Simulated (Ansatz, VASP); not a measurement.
# One calculation of Sr, two programs

The input INCAR:

```
SYSTEM = Sr
PREC = Accurate
ENCUT = 520
EDIFF = 1E-8
ISMEAR = -1
SIGMA = 0.08
LREAL = .False.
LASPH = .True.
NELM = 60
ALGO = Normal
ISIF = 2
LWAVE = .False.
LCHARG = .False.
LEFG = .True.
NBANDS = 17
```

The input KPOINTS:

```
Automatic mesh
0
Gamma
  10 10 5
  0 0 0
```

POSCAR

```
Sr
1.0
    4.2517498339      0.0000000000      0.0000000000
   -2.1258749170      3.6821233666      0.0000000000
    0.0000000000      0.0000000000      6.9547180496
Sr
2
Direct
    0.3333333333      0.6666666667      0.2500000000
    0.6666666667      0.3333333333      0.7500000000
```

Input for Ansatz:

```yaml
crystal:
  lattice:
    - [4.2517498339, 0.0, 0.0]
    - [-2.125874917, 3.6821233666, 0.0]
    - [0.0, 0.0, 6.9547180496]
  atoms:
    - { symbol: Sr, position: [0.3333333333, 0.6666666667, 0.25] }
    - { symbol: Sr, position: [0.6666666667, 0.3333333333, 0.75] }
kpoints:
  mp_grid: { grid: [10, 10, 5] }
scf:
  occupations: { method: fermi_dirac, width: 0.08 }
hamiltonian:
  xc: lda
  pseudopotentials: { kind: all_electron, datasets: crystal }
output:
  forces: true
  stress: true
  eigenvalues: true
  efg: { contact_densities: true }
```

Change from the starting cell: volume scaled by 0.96, crystal datasets.

Alike in both runs: task electric field gradients; functional LDA; k mesh 10 × 10 × 5; occupations fermi-dirac, width 0.08 eV; no spin polarisation.

```csv
,VASP,Ansatz
version,VASP 6.6.1,Ansatz 0.2.0
potentials or method,"VASP PAW LDA potentials, release 64 (Sr_sv), cutoff 520 eV","all-electron PAW with datasets made for the crystal, scalar-relativistic"
```

VASP gave:

```
pressure (GPa)                                       : -1.2
size of Vzz on the site where it differs most (V/Å²) : 2.3
```

Problem. What did Ansatz give for the same quantities?

Solution. Pressure (GPa): -1.2; size of Vzz on the site where it differs most (V/Å²): 2.6.

LDA's correlation is that of Perdew and Zunger in VASP and of Perdew and Wang (1992) in Ansatz. Ansatz ran all-electron here, and VASP with PAW potentials.
